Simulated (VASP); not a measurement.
# Al2Ga3P5 in VASP: a series of runs

Al2Ga3P5 is run at these levels: PBE; tasks: single point.

Program: VASP 6.6.1. These are calculated values, not measurements. Logs are shortened: lines on timing, memory, paths and dates and some standing lists are left out, and cuts for length are marked.

**1. The cell of the first run**

The structure is tetragonal, space group I-4m2 (No. 119). The conventional cell has a = 3.894 Å, b = 3.894 Å, c = 27.534 Å, α = 90.00°, β = 90.00°, γ = 90.00°. Al (site symmetry 2mm) has 4 P at 2.38 Å within 3.1 Å. Ga (site symmetry 2mm) has 4 P at 2.38 to 2.39 Å within 3.2 Å. Within 3.1 Å of Ga (site symmetry -4m2) lie 4 P at 2.38 Å. Within 3.1 Å of P (site symmetry -4m2) lie 4 Al at 2.38 Å. P (site symmetry 2mm) has 2 Al at 2.38 Å and 2 Ga at 2.39 Å within 3.1 Å. Within 3.1 Å of P (site symmetry 2mm) lie 4 Ga at 2.38 Å.

**2. Single point, PBE**

INCAR reads:

```
SYSTEM = Al2Ga3P5
PREC     = Accurate       ! precision mode
ENCUT    = 520            ! plane-wave cutoff, eV
EDIFF    = 1E-6           ! SCF threshold, eV
ISMEAR   = 0              ! smearing method
SIGMA    = 0.02           ! smearing width, eV
LREAL    = .False.        ! projectors in reciprocal space
LASPH    = .True.         ! aspherical terms in the spheres
NELM     = 80             ! most SCF steps
ALGO     = Normal         ! electronic algorithm
ISIF     = 2              ! what is computed and relaxed
LWAVE    = .False.        ! write WAVECAR
LCHARG   = .False.        ! write CHGCAR
GGA      = PE             ! functional
NBANDS   = 46             ! bands
```

KPOINTS reads:

```
regular mesh
0
Gamma
  10 10 10
  0 0 0
```

POSCAR reads:

```
Al2Ga3P5
1.0
   -1.9470194258      1.9470194258     13.7670424973
    1.9470194258     -1.9470194258     13.7670424973
    1.9470194258      1.9470194258    -13.7670424973
Al Ga P
2 3 5
Direct
    0.7000018664      0.7000018664      0.0000000000
    0.2999981336      0.2999981336      0.0000000000
    0.9000145259      0.9000145259      0.0000000000
    0.5000000000      0.5000000000      0.0000000000
    0.0999854741      0.0999854741      0.0000000000
    0.2500000000      0.7500000000      0.5000000000
    0.8497929871      0.3497929871      0.5000000000
    0.4500202652      0.9500202652      0.5000000000
    0.0499797348      0.5499797348      0.5000000000
    0.6502070129      0.1502070129      0.5000000000
```

Potentials or basis: VASP PAW PBE potentials, release 64 (Al, Ga_d, P).

Started as:

```console
> cat potpaw_PBE.64/Al/POTCAR potpaw_PBE.64/Ga_d/POTCAR potpaw_PBE.64/P/POTCAR > POTCAR
> mpirun -np 1 vasp_std > vasp.out
```

OUTCAR:

```text
SYSTEM = Al2Ga3P5
   PREC = Accurate
   ENCUT = 520
   EDIFF = 1E-6
   ISMEAR = 0
   LREAL = .False.
   LASPH = .True.
   NELM = 80
   ISIF = 2
   GGA = PE

 ion  position               nearest neighbor table
   1  0.700  0.700  0.000-  10 2.38  10 2.38   6 2.38   6 2.38
   2  0.300  0.300  0.000-   7 2.38   7 2.38   6 2.38   6 2.38
   3  0.900  0.900  0.000-   8 2.38   8 2.38   7 2.39   7 2.39
   4  0.500  0.500  0.000-   8 2.38   9 2.38   9 2.38   8 2.38
   5  0.100  0.100  0.000-   9 2.38   9 2.38  10 2.39  10 2.39
   6  0.250  0.750  0.500-   2 2.38   1 2.38   2 2.38   1 2.38
   7  0.850  0.350  0.500-   2 2.38   2 2.38   3 2.39   3 2.39
   8  0.450  0.950  0.500-   4 2.38   4 2.38   3 2.38   3 2.38
   9  0.050  0.550  0.500-   4 2.38   4 2.38   5 2.38   5 2.38
  10  0.650  0.150  0.500-   1 2.38   1 2.38   5 2.39   5 2.39

  LATTYP: Found a body centered tetragonal cell.
 ALAT       =     3.8940388516
 C/A-ratio  =     7.0708295536

  Lattice vectors:

 A1 = (  -1.9470194258,   1.9470194258,  13.7670424973)
 A2 = (   1.9470194258,  -1.9470194258,  13.7670424973)
 A3 = (   1.9470194258,   1.9470194258, -13.7670424973)

Analysis of symmetry for initial positions (statically):
=====================================================================
 Subroutine PRICEL returns:
 Original cell was already a primitive cell.

 Routine SETGRP: Setting up the symmetry group for a
 body centered tetragonal supercell.

 Subroutine GETGRP returns: Found  8 space group operations
 (whereof  8 operations were pure point group operations)
 out of a pool of 16 trial point group operations.

The static configuration has the point symmetry D_2d.

Analysis of symmetry for dynamics (positions and initial velocities):
=====================================================================
 Subroutine PRICEL returns:
 Original cell was already a primitive cell.

 Routine SETGRP: Setting up the symmetry group for a
 body centered tetragonal supercell.

 Subroutine GETGRP returns: Found  8 space group operations
 (whereof  8 operations were pure point group operations)
 out of a pool of 16 trial point group operations.

The dynamic configuration has the point symmetry D_2d.

 Subroutine INISYM returns: Found  8 space group operations
 (whereof  8 operations are pure point group operations),
 and found     1 'primitive' translations

----------------------------------------------------------------------------------------

                                     Primitive cell

  volume of cell :     208.7571

  direct lattice vectors                    reciprocal lattice vectors
    -1.947019426  1.947019426 13.767042497     0.000000000  0.256802779  0.036318621
     1.947019426 -1.947019426 13.767042497     0.256802779  0.000000000  0.036318621
     1.947019426  1.947019426-13.767042497     0.256802779  0.256802779  0.000000000

  length of vectors
    14.039701863 14.039701863 14.039701863     0.259358265  0.259358265  0.363173973

  position of ions in fractional coordinates (direct lattice)
     0.700001866  0.700001866  0.000000000
     0.299998134  0.299998134  0.000000000
     0.900014526  0.900014526  0.000000000
     0.500000000  0.500000000  0.000000000
     0.099985474  0.099985474  0.000000000
     0.250000000  0.750000000  0.500000000
     0.849792987  0.349792987  0.500000000
     0.450020265  0.950020265  0.500000000
     0.049979735  0.549979735  0.500000000
     0.650207013  0.150207013  0.500000000

  ion indices of the primitive-cell ions
   primitive index   ion index
                 1           1
                 2           2
                 3           3
                 4           4
                 5           5
                 6           6
                 7           7
                 8           8
                 9           9
                10          10

----------------------------------------------------------------------------------------

 KPOINTS: regular mesh

Automatic generation of k-mesh.
 Grid dimensions read from file:
 generate k-points for:   10   10   10

 Generating k-lattice:

  Cartesian coordinates                     Fractional coordinates (reciprocal lattice)
     0.000000000  0.025680278  0.003631862     0.100000000  0.000000000  0.000000000
     0.025680278  0.000000000  0.003631862     0.000000000  0.100000000  0.000000000
     0.025680278  0.025680278  0.000000000     0.000000000  0.000000000  0.100000000

  Length of vectors
     0.025935827  0.025935827  0.036317397

  Shift w.r.t. Gamma in fractional coordinates (k-lattice)
     0.000000000  0.000000000  0.000000000

 Subroutine IBZKPT returns following result:
 ===========================================

 Found    102 irreducible k-points:

 Following reciprocal coordinates:
            Coordinates               Weight
  0.000000  0.000000  0.000000      1.000000
  0.100000  0.000000 -0.000000      8.000000
  0.200000  0.000000 -0.000000      8.000000
  0.300000  0.000000 -0.000000      8.000000
  0.400000  0.000000 -0.000000      8.000000
  0.500000  0.000000 -0.000000      4.000000
[... 16 lines left out ...]
  0.300000  0.300000 -0.000000      8.000000
  0.400000  0.300000 -0.000000     16.000000
 [... further k-points ...]
   k-points           NKPTS =    102   k-points in BZ     NKDIM =    102   number of bands    NBANDS=     46
   number of dos      NEDOS =    301   number of ions     NIONS =     10
   total plane-waves  NPLWV = ******
   dimension x,y,z NGX =   108 NGY =  108 NGZ =  108
   dimension x,y,z NGXF=   216 NGYF=  216 NGZF=  216
   ions per type =               2   3   5
   NGX,Y,Z   is equivalent  to a cutoff of  12.79, 12.79, 12.79 a.u.
   NGXF,Y,Z  is equivalent  to a cutoff of  25.58, 25.58, 25.58 a.u.
 SYSTEM =  Al2Ga3P5
   PREC   = accura    normal or accurate (medium, high low for compatibility)
   ISTART =      0    job   : 0-new  1-cont  2-samecut
   ICHARG =      2    charge: 1-file 2-atom 10-const
   ISPIN  =      1    spin polarized calculation?
   LNONCOLLINEAR =      F non collinear calculations
   LSORBIT =      F    spin-orbit coupling
   LASPH  =      T    aspherical Exc in radial PAW
   ENCUT  =  520.0 eV  38.22 Ry    6.18 a.u.  26.10 26.10 26.10*2*pi/ulx,y,z
   NELM   =     80;   NELMIN=  2; NELMDL= -5     # of ELM steps
   EDIFF  = 0.1E-05   stopping-criterion for ELM
   LREAL  =      F    real-space projection
   EDIFFG = 0.1E-04   stopping-criterion for IOM
   NSW    =      0    number of steps for IOM
   IBRION =     -1    ionic relax: 0-MD 1-quasi-New 2-CG
   NFREE  =      0    steps in history (QN), initial steepest desc. (CG)
   ISIF   =      2    stress and relaxation
   ISYM   =      2    0-nonsym 1-usesym 2-fastsym
   POTIM  = 0.5000    time-step for ionic-motion
   TEBEG  =    0.0;   TEEND  =   0.0 temperature during run
   PSTRESS=    0.0 pullay stress
   NELECT =      70.0000    total number of electrons
   NUPDOWN=      -1.0000    fix difference up-down
   EMIN   =  10.00;   EMAX   =-10.00  energy-range for DOS
   EFERMI =   0.00;   METHOD = LEGACY
   ISMEAR =     0;   SIGMA  =   0.02  broadening in eV -4-tet -1-fermi 0-gaus
   EFERMI_NEDOS =   21; number of points for ismear=-14 and -15
   IALGO  =     38    algorithm
   IMIX   =      4    mixing-type and parameters
     AMIX     =   0.40;   BMIX     =  1.00
     AMIX_MAG =   1.60;   BMIX_MAG =  1.00
  volume/ion in A,a.u.               =      20.88       140.88
  Fermi-wavevector in a.u.,A,eV,Ry     =   1.137349  2.149278 17.599992  1.293563
  Thomas-Fermi vector in A             =   2.274054
   LORBIT       =      0    0 simple, 1 ext, 2 COOP (PROOUT), +10 PAW based schemes
   GGA     = PE    functional components
   LHFCALC =     F    Hartree Fock is set to
   AEXX    =    0.0000 exact exchange contribution
   IVDW    =     0    specifies the selected vdW correction
   LEPSILON=     F    determine dielectric tensor
   LRPA    =     F    only Hartree local field effects (RPA)
 non-spin polarized calculation
 Gauss-broadening in eV      SIGMA  =   0.02
  energy-cutoff  :      520.00
  volume of cell :      208.76
 maximum number of plane-waves:      5652
 NGX is ok and might be reduce to   108
   NGX = 53   NGY = 53   NGZ = 53

 number of electron      70.0000011 magnetization

 Free energy of the ion-electron system (eV)
  ---------------------------------------------------
  ext. energy  EPLUGINS =         0.00000000
  ---------------------------------------------------
  free energy    TOTEN  =       -48.12557728 eV

  energy without entropy =      -48.12557728  energy(sigma->0) =      -48.12557728

 E-fermi :   4.4587     XC(G=0):  -9.4600

 val. band max:        4.3588895561   @ k =   0.0000   0.0000   0.0000
 cond. band min:       5.9329620640   @ k =   0.0000   0.0000   0.0000
 fundamental gap:      1.5740725079
 Fermi energy:         4.4587165275

 k-point     1 :       0.0000    0.0000    0.0000
  band No.  band energies     occupation
      1     -10.0738      2.00000
      2     -10.0457      2.00000
      3      -9.9982      2.00000
      4      -9.9746      2.00000
      5      -9.9746      2.00000
      6      -9.9607      2.00000
[... 38 lines left out ...]
     45       8.4853      0.00000
     46       8.4994      0.00000

 k-point     2 :       0.1000    0.0000   -0.0000
  band No.  band energies     occupation
      1     -10.0713      2.00000
      2     -10.0441      2.00000
      3      -9.9974      2.00000
      4      -9.9790      2.00000
      5      -9.9737      2.00000
      6      -9.9627      2.00000
[... 38 lines left out ...]
     45       8.5659      0.00000
     46       8.6123      0.00000

 k-point     3 :       0.2000    0.0000   -0.0000
  band No.  band energies     occupation
      1     -10.0654      2.00000
      2     -10.0414      2.00000
      3      -9.9992      2.00000
      4      -9.9885      2.00000
      5      -9.9708      2.00000
      6      -9.9651      2.00000
[... 1018 lines left out ...]
     45      10.3125      0.00000
     46      10.4077      0.00000

 k-point    24 :       0.4000    0.3000   -0.0000
  band No.  band energies     occupation
      1     -10.0681      2.00000
      2     -10.0644      2.00000
      3     -10.0155      2.00000
      4     -10.0058      2.00000
      5      -9.9484      2.00000
      6      -9.9459      2.00000
[... 38 lines left out ...]
     45      10.2009      0.00000
     46      10.5216      0.00000

 [... further k-points ...]

------------------------ aborting loop because EDIFF is reached ----------------------------------------

  FORCE on cell =-STRESS in cart. coord.  units (eV):
  Direction    XX          YY          ZZ          XY          YZ          ZX
  --------------------------------------------------------------------------------------
  -------------------------------------------------------------------------------------
  Total       -0.0340697     -0.0340697     -0.0865899      0.0000000      0.0000000      0.0000000
  in kB       -0.2614795     -0.2614795     -0.6645635      0.0000000      0.0000000      0.0000000
  external PRESSURE =      -0.3958408 kB  Pullay stress =       0.0000000 kB

 VOLUME and BASIS-vectors are now :
 -----------------------------------------------------------------------------
  energy-cutoff  :      520.00
  volume of cell :      208.76
      direct lattice vectors                 reciprocal lattice vectors
    -1.947019426  1.947019426 13.767042497     0.000000000  0.256802779  0.036318621
     1.947019426 -1.947019426 13.767042497     0.256802779  0.000000000  0.036318621
     1.947019426  1.947019426-13.767042497     0.256802779  0.256802779  0.000000000

 POSITION                                       TOTAL-FORCE (eV/Angst)
 -----------------------------------------------------------------------------------
      0.00000      0.00000     19.27391         0.000000     -0.000000      0.000977
      0.00000      0.00000      8.26017         0.000000     -0.000000     -0.000977
      0.00000      0.00000     24.78108         0.000000     -0.000000     -0.000299
      0.00000      0.00000     13.76704         0.000000     -0.000000     -0.000000
      0.00000      0.00000      2.75301         0.000000     -0.000000      0.000299
      1.94702     -0.00000      6.88352         0.000000     -0.000000     -0.000000
     -0.00000      1.94702      9.63123        -0.000000      0.000000     -0.003620
      1.94702      0.00000     12.39090         0.000000     -0.000000     -0.000107
      1.94702     -0.00000      1.37615         0.000000     -0.000000      0.000107
     -0.00000      1.94702      4.13581        -0.000000      0.000000      0.003620
 -----------------------------------------------------------------------------------
    total drift:                                0.000001     -0.000001     -0.000000

  FREE ENERGIE OF THE ION-ELECTRON SYSTEM (eV)
  ---------------------------------------------------
  free  energy   TOTEN  =       -48.1255772848 eV

  energy  without entropy=      -48.1255772848  energy(sigma->0) =      -48.12557728
```

Wall time 2.6 h (1 thread of AMD EPYC 9R45 (Zen 5), shared host); peak memory 2.4 GiB.

Results:

| Quantity | Value |
| --- | --- |
| Free energy | -48.1256 eV |
| Pressure | 0.0 GPa |
| Largest force | 0.004 eV/Å |
| Band gap on the k mesh | 1.57 eV |

Forces on the atoms (eV/Å):
```
Al   0.000  0.000  0.001
Al   0.000  0.000 -0.001
Ga   0.000  0.000  0.000
Ga   0.000  0.000  0.000
Ga   0.000  0.000  0.000
P    0.000  0.000  0.000
P    0.000  0.000 -0.004
P    0.000  0.000  0.000
P    0.000  0.000  0.000
P    0.000  0.000  0.004
```

(Part 1 of 2 ends here.)
